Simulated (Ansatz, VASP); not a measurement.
# One calculation of Sn, two programs

```xyz
1
Lattice="-2.0001 2.0001 1.7001 2.0001 -2.0001 1.7001 2.0001 2.0001 -1.7001" Properties=species:S:1:pos:R:3 pbc="T T T"
Sn    0.0000    0.0000    0.0000
```

Alike in both runs: task single point; functional PBEsol; k mesh 20 × 20 × 20; occupations gaussian, width 0.15 eV; no spin polarisation.

|  | VASP | Ansatz |
| --- | --- | --- |
| version | VASP 6.6.1 | Ansatz 0.2.0 |
| potentials or method | VASP PAW PBE potentials, release 64 (Sn_d), cutoff 520 eV | scalar-relativistic, plane waves, PAW |
| valence electrons in the cell | 14 | 14 |

|  | VASP | Ansatz | Ansatz less VASP |
| --- | --- | --- | --- |
| gap on the k mesh at the Fermi level (eV) | none | none | - |
| pressure (GPa) | -1.7 | -1.7 | +0.01 |
| traceless stress, the component that is largest in VASP (GPa) | 0.20 | 0.21 | +0.004 |

VASP's potentials were made for PBE, not for PBEsol. A gap of «none» marks a metal or a gap that the smearing closes.
